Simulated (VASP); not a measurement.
# Zr4H (Im-3m) in VASP: notebook, part 2 of 2

VASP 6.6.1.

## 3. Single point, PBE

This run uses another cell than the first one, of 19.79 Å³/atom.

Contents of INCAR:

```
PREC = Accurate
ENCUT = 520
EDIFF = 1E-6
ISMEAR = 0
SIGMA = 0.1
LREAL = False
LASPH = True
NELM = 80
ALGO = Normal
ISIF = 2
LWAVE = False
LCHARG = True
GGA = PE
LELF = True
LVHAR = True
NBANDS = 32
```

Contents of KPOINTS:

```
regular mesh
0
Gamma
  6 6 6
```

Contents of POSCAR:

```
Zr4H
1.0
   -2.9135956736      2.9135956736      2.9135956736
    2.9135956736     -2.9135956736      2.9135956736
    2.9135956736      2.9135956736     -2.9135956736
Zr H
4 1
Direct
    0.0000000000      0.0000000000      0.5000000000
    0.0000000000      0.5000000000      0.0000000000
    0.5000000000      0.0000000000      0.0000000000
    0.5000000000      0.5000000000      0.5000000000
    0.0000000000      0.0000000000      0.0000000000
```

Potentials or basis: VASP PAW PBE potentials, release 64 (Zr_sv, H).

Run with:

```
$ cat potpaw_PBE.64/Zr_sv/POTCAR potpaw_PBE.64/H/POTCAR > POTCAR
$ mpirun -np 1 vasp_std > vasp.out
```

OUTCAR:

```text
PREC = Accurate
   ENCUT = 520
   EDIFF = 1E-6
   ISMEAR = 0
   LREAL = False
   LASPH = True
   NELM = 80
   ISIF = 2
   GGA = PE

 ion  position               nearest neighbor table
   1  0.000  0.000  0.500-   2 2.91   3 2.91   4 2.91   2 2.91   3 2.91   4 2.91
   2  0.000  0.500  0.000-   1 2.91   3 2.91   4 2.91   1 2.91   4 2.91   3 2.91
   3  0.500  0.000  0.000-   1 2.91   2 2.91   4 2.91   4 2.91   1 2.91   2 2.91
   4  0.500  0.500  0.500-   1 2.91   2 2.91   3 2.91   3 2.91   2 2.91   1 2.91
   5  0.000  0.000  0.000-

[... 753 lines left out ...]
  -------------------------------------------------------------------------------------
  Total        0.0968980      0.0968980      0.0968980     -0.0000000     -0.0000000      0.0000000
  in kB        1.5691966      1.5691966      1.5691966     -0.0000000     -0.0000000      0.0000000
  external PRESSURE =       1.5691966 kB  Pullay stress =       0.0000000 kB

 VOLUME and BASIS-vectors are now :
 -----------------------------------------------------------------------------
  energy-cutoff  :      520.00
  volume of cell :       98.93
      direct lattice vectors                 reciprocal lattice vectors
    -2.913595674  2.913595674  2.913595674     0.000000000  0.171609261  0.171609261
     2.913595674 -2.913595674  2.913595674     0.171609261  0.000000000  0.171609261
     2.913595674  2.913595674 -2.913595674     0.171609261  0.171609261  0.000000000

 POSITION                                       TOTAL-FORCE (eV/Angst)
 -----------------------------------------------------------------------------------
      1.45680      1.45680     -1.45680         0.000000     -0.000000     -0.000000
      1.45680     -1.45680      1.45680        -0.000000     -0.000000      0.000000
     -1.45680      1.45680      1.45680        -0.000000      0.000000      0.000000
      1.45680      1.45680      1.45680        -0.000000     -0.000000     -0.000000
      0.00000      0.00000      0.00000        -0.000000      0.000000     -0.000000
 -----------------------------------------------------------------------------------
    total drift:                                0.000000     -0.000000      0.000000

  FREE ENERGIE OF THE ION-ELECTRON SYSTEM (eV)
  ---------------------------------------------------
  free  energy   TOTEN  =       -34.3709858131 eV

  energy  without entropy=      -34.3132553276  energy(sigma->0) =      -34.34212057
```

OSZICAR:

```text
N       E                     dE             d eps       ncg     rms          rms(c)
DAV:   1     0.492614664166E+03    0.49261E+03   -0.25316E+04  1024   0.149E+03
DAV:   2     0.717248457000E+01   -0.48544E+03   -0.47248E+03  1176   0.445E+02
DAV:   3    -0.330431410710E+02   -0.40216E+02   -0.38493E+02  1760   0.906E+01
DAV:   4    -0.354406430279E+02   -0.23975E+01   -0.23693E+01  1488   0.221E+01
DAV:   5    -0.355260753534E+02   -0.85432E-01   -0.85394E-01  1512   0.369E+00    0.208E+01
DAV:   6    -0.344064406451E+02    0.11196E+01   -0.23584E+00  1160   0.827E+00    0.865E+00
DAV:   7    -0.343519486339E+02    0.54492E-01   -0.11774E+00  1512   0.492E+00    0.189E+00
DAV:   8    -0.343679184788E+02   -0.15970E-01   -0.91443E-02  1312   0.163E+00    0.869E-01
DAV:   9    -0.343710027108E+02   -0.30842E-02   -0.88824E-03  1424   0.607E-01    0.147E-01
DAV:  10    -0.343710098982E+02   -0.71873E-05   -0.87093E-04  1496   0.160E-01    0.201E-02
DAV:  11    -0.343709917065E+02    0.18192E-04   -0.34186E-05  1384   0.411E-02    0.127E-02
DAV:  12    -0.343709863032E+02    0.54033E-05   -0.44901E-06  1248   0.143E-02    0.361E-03
DAV:  13    -0.343709858131E+02    0.49010E-06   -0.28909E-07   856   0.394E-03
   1 F= -.34370986E+02 E0= -.34342121E+02  d E =-.577305E-01
```

Run time: 1.7 min. Hardware: 1 thread of Oxide Virtual Turin-like, shared host; peak memory 0.21 GiB.

Results:

- Free energy: -34.3710 eV
- Pressure: 0.2 GPa
- Band gap on the k mesh: zero (an odd number of electrons rules out a gap without spin polarisation)

## 4. Single point, PBE

This run uses another cell than the first one, of 19.82 Å³/atom.

Contents of INCAR:

```
SYSTEM = Zr4H
  PREC = Accurate
  ENCUT = 520
  EDIFF = 1E-6
  ISMEAR = 0
  SIGMA = 0.1
  LREAL = .False.
  LASPH = .True.
  NELM = 100
  ALGO = Fast
  ISIF = 2
  LWAVE = .False.
  LCHARG = .True.
  GGA = PE
  LELF = .True.
  LVHAR = .True.
  NBANDS = 32
```

Contents of KPOINTS:

```
Automatic mesh
0
Gamma
  10 10 10
  0 0 0
```

POSCAR: that of step 3 with these lines changed.

```diff
@@ -2,5 +2,5 @@
 1.0
-   -2.9135956736      2.9135956736      2.9135956736
-    2.9135956736     -2.9135956736      2.9135956736
-    2.9135956736      2.9135956736     -2.9135956736
+   -2.9153647603      2.9153647603      2.9153647603
+    2.9153647603     -2.9153647603      2.9153647603
+    2.9153647603      2.9153647603     -2.9153647603
 Zr H
```

Potentials or basis: VASP PAW PBE potentials, release 64 (Zr_sv, H).

Run with:

```
$ cat potpaw_PBE.64/Zr_sv/POTCAR potpaw_PBE.64/H/POTCAR > POTCAR
$ mpirun -np 1 vasp_std > vasp.out
```

OUTCAR:

```text
SYSTEM = Zr4H
   PREC = Accurate
   ENCUT = 520
   EDIFF = 1E-6
   ISMEAR = 0
   LREAL = .False.
   LASPH = .True.
   NELM = 100
   ISIF = 2
   GGA = PE

 ion  position               nearest neighbor table
   1  0.000  0.000  0.500-   2 2.92   3 2.92   4 2.92   2 2.92   3 2.92   4 2.92
   2  0.000  0.500  0.000-   1 2.92   3 2.92   4 2.92   1 2.92   4 2.92   3 2.92
   3  0.500  0.000  0.000-   1 2.92   2 2.92   4 2.92   4 2.92   1 2.92   2 2.92
   4  0.500  0.500  0.500-   1 2.92   2 2.92   3 2.92   3 2.92   2 2.92   1 2.92
   5  0.000  0.000  0.000-

  LATTYP: Found a body centered cubic cell.
 ALAT       =     5.8307295206

  Lattice vectors:
[... 1041 lines left out ...]
  -------------------------------------------------------------------------------------
  Total        0.0195329      0.0195329      0.0195329      0.0000000      0.0000000      0.0000000
  in kB        0.3157471      0.3157471      0.3157471      0.0000000      0.0000000      0.0000000
  external PRESSURE =       0.3157471 kB  Pullay stress =       0.0000000 kB

 VOLUME and BASIS-vectors are now :
 -----------------------------------------------------------------------------
  energy-cutoff  :      520.00
  volume of cell :       99.11
      direct lattice vectors                 reciprocal lattice vectors
    -2.915364760  2.915364760  2.915364760     0.000000000  0.171505126  0.171505126
     2.915364760 -2.915364760  2.915364760     0.171505126  0.000000000  0.171505126
     2.915364760  2.915364760 -2.915364760     0.171505126  0.171505126  0.000000000

 POSITION                                       TOTAL-FORCE (eV/Angst)
 -----------------------------------------------------------------------------------
      1.45768      1.45768     -1.45768         0.000000      0.000000      0.000000
      1.45768     -1.45768      1.45768         0.000000     -0.000000     -0.000000
     -1.45768      1.45768      1.45768         0.000000      0.000000     -0.000000
      1.45768      1.45768      1.45768        -0.000000     -0.000000      0.000000
      0.00000      0.00000      0.00000        -0.000000     -0.000000      0.000000
 -----------------------------------------------------------------------------------
    total drift:                                0.000000     -0.000000      0.000000

  FREE ENERGIE OF THE ION-ELECTRON SYSTEM (eV)
  ---------------------------------------------------
  free  energy   TOTEN  =       -34.4282474827 eV

  energy  without entropy=      -34.3913572983  energy(sigma->0) =      -34.40980239
```

OSZICAR:

```text
N       E                     dE             d eps       ncg     rms          rms(c)
DAV:   1     0.499466524017E+03    0.49947E+03   -0.25252E+04  3008   0.149E+03
DAV:   2     0.773268615014E+01   -0.49173E+03   -0.47851E+03  3440   0.449E+02
DAV:   3    -0.326958396715E+02   -0.40429E+02   -0.38790E+02  5088   0.922E+01
[... 11 lines left out ...]
RMM:  15    -0.344282363330E+02   -0.12691E-04   -0.10427E-04  5011   0.401E-02    0.965E-03
RMM:  16    -0.344282426573E+02   -0.63243E-05   -0.53283E-05  4796   0.265E-02    0.185E-03
RMM:  17    -0.344282450879E+02   -0.24306E-05   -0.22982E-05  4330   0.168E-02    0.315E-03
RMM:  18    -0.344282468235E+02   -0.17356E-05   -0.11188E-05  3809   0.127E-02    0.926E-04
RMM:  19    -0.344282474827E+02   -0.65918E-06   -0.63608E-06  3487   0.958E-03
   1 F= -.34428247E+02 E0= -.34409802E+02  d E =-.368902E-01
```

stdout:

```text
POSCAR found type information on POSCAR ZrH
 POSCAR found :  2 types and       5 ions
 scaLAPACK will be used
 LDA part: xc-table for (Slater+PW92), standard interpolation
 POSCAR, INCAR and KPOINTS ok, starting setup
 FFT: planning ... GRIDC
 FFT: planning ... GRID_SOFT
 FFT: planning ... GRID
 WAVECAR not read
 entering main loop
WARNING in EDDRMM: call to ZHEGV failed, returncode =   8  4     18
WARNING in EDDRMM: call to ZHEGV failed, returncode =   8  4     23
WARNING in EDDRMM: call to ZHEGV failed, returncode =   8  4     13
WARNING in EDDRMM: call to ZHEGV failed, returncode =   6  3     28
WARNING in EDDRMM: call to ZHEGV failed, returncode =   8  4     18
WARNING in EDDRMM: call to ZHEGV failed, returncode =   6  3     28
```

Run time: 5 min. Hardware: 1 thread of Oxide Virtual Turin-like, shared host; peak memory 0.27 GiB.

What came out:

```
Free energy            : -34.4282 eV
Pressure               : 0.0 GPa
Band gap on the k mesh : zero (an odd number of electrons rules out a gap without spin polarisation)
```

## 5. Summary

| cell | k mesh | gap on the mesh (eV) | pressure (GPa) |
| --- | --- | --- | --- |
| a = 4.576 Å, angles 109.5°, 5 atoms | 6 × 6 × 6 | none | 38.7 |
| a = 5.046 Å, angles 109.5°, 5 atoms | 6 × 6 × 6 | none | 0.2 |
| a = 5.050 Å, angles 109.5°, 5 atoms | 10 × 10 × 10 | none | 0.0 |

Alike in all rows: task single point; level PBE; potentials or basis VASP PAW PBE potentials, release 64 (Zr_sv, H); no spin polarisation; cutoff (eV) 520; smearing gaussian 0.1 eV.

Caveats: the cell stands under pressure (at least some runs).

Total energies depend on the potentials used, so only differences within one code and one set of settings carry meaning.
